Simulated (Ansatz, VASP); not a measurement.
## One calculation of CeMn2Re2, two programs

The input POSCAR:

```
CeMn2Re2
1.0
    0.0000000000      3.9562130000      0.0000000000
    3.9562130000      0.0000000000      0.0000000000
    1.9781060000      1.9781060000     -5.3357800000
Re Mn Ce
2 2 1
Direct
    0.3840000000      0.3840000000      0.2320000000
    0.6160000000      0.6160000000      0.7680000000
    0.7500000000      0.2500000000      0.5000000000
    0.2500000000      0.7500000000      0.5000000000
    0.0000000000      0.0000000000      0.0000000000
```

INCAR.step1

```
PREC = Accurate ; ENCUT = 520
ISMEAR = -1 ; SIGMA = 0.1
LREAL = False ; LASPH = True
NELM = 60 ; NBANDS = 34
GGA = PE ; ALGO = Normal
EDIFF = 1E-4 ; LWAVE = True
LCHARG = False
```

INCAR.step2

```
PREC = Accurate ; ENCUT = 520
EDIFF = 1E-7 ; ISMEAR = -1
SIGMA = 0.1 ; LREAL = False
LASPH = True ; NELM = 60
ALGO = Normal ; ISIF = 2
LWAVE = False ; LCHARG = False
METAGGA = R2SCAN ; LMIXTAU = True
NBANDS = 34 ; ISTART = 1
```

File KPOINTS:

```
regular mesh
0
Gamma
  6 6 6
```

Input for Ansatz:

```yaml
crystal:
  lattice:
    - [0.0, 3.956213, 0.0]
    - [3.956213, 0.0, 0.0]
    - [1.978106, 1.978106, -5.33578]
  atoms:
    - { symbol: Re, position: [0.384, 0.384, 0.232] }
    - { symbol: Re, position: [0.616, 0.616, 0.768] }
    - { symbol: Mn, position: [0.75, 0.25, 0.5] }
    - { symbol: Mn, position: [0.25, 0.75, 0.5] }
    - { symbol: Ce, position: [0.0, 0.0, 0.0] }
kpoints:
  mp_grid: { grid: [6, 6, 6], shift: [0, 0, 0] }
  band_path:
    path:
      - [0.0, 0.0, 0.0]
      - [0.5, 0.5, 0.5]
      - [0.5, 0.5, 0.25]
      - [0.0, 0.5, 0.0]
      - [0.0, 0.0, 0.0]
      - [0.0, 0.0, -0.5]
      - [0.0, 0.43128152, -0.28435924]
      - [0.0, 0.56871848, 0.28435924]
      - [0.0, 0.0, 0.0]
      - [0.5, 0.5, 0.5]
      - [0.43128152, 0.56871848, 0.5]
    npoints: 6
magnetization:
  spin_polarized: false
scf:
  occupations: { method: fermi_dirac }
  lower_state_search: "off"
  max_iter: 200
hamiltonian:
  pseudopotentials: { kind: paw }
  xc: r2scan
basis:
  ecutwfc: 500
  fft_grid_basis: typed
output:
  forces: true
  stress: true
  eigenvalues: true
  bader: true
  populations: true
  elf: true
  write_potential: true
  volumetric_format: npy
  dos:
    e_range: [-12, 8]
    de: 0.05
    projected: { site_lists: { Ce: [Ce], Mn: [Mn], Re: [Re] } }
checkpoint:
  read: saved_state
```

Alike in both runs: task single point; functional r2SCAN; k mesh 6 × 6 × 6; no spin polarisation.

|  | VASP | Ansatz |
| --- | --- | --- |
| version | VASP 6.6.1 | Ansatz 0.2.0 |
| potentials or method | VASP PAW PBE potentials, release 64 (Re, Mn_pv, Ce), cutoff 520 eV | PAW plane waves |
| occupations | fermi-dirac, width 0.1 eV | fermi-dirac |
| valence electrons in the cell | 52 | 72 |

Ansatz gave:

- pressure (GPa): 1.4
- traceless stress, the component that is largest in VASP (GPa): -3.24
- rms of the force components (eV/Å): 1.083

Task: Which values does VASP return?

Result: Pressure (GPa): 1.4; traceless stress, the component that is largest in VASP (GPa): -3.59; rms of the force components (eV/Å): 1.046.

VASP's potentials were made for PBE, not for r2SCAN. Atom by atom the forces differ by 0.037 eV/Å (rms over components). VASP's potentials hold 52 valence electrons a cell and Ansatz's 72, so a difference there can come from the potentials and not from the codes.

Spin-orbit coupling is off throughout.
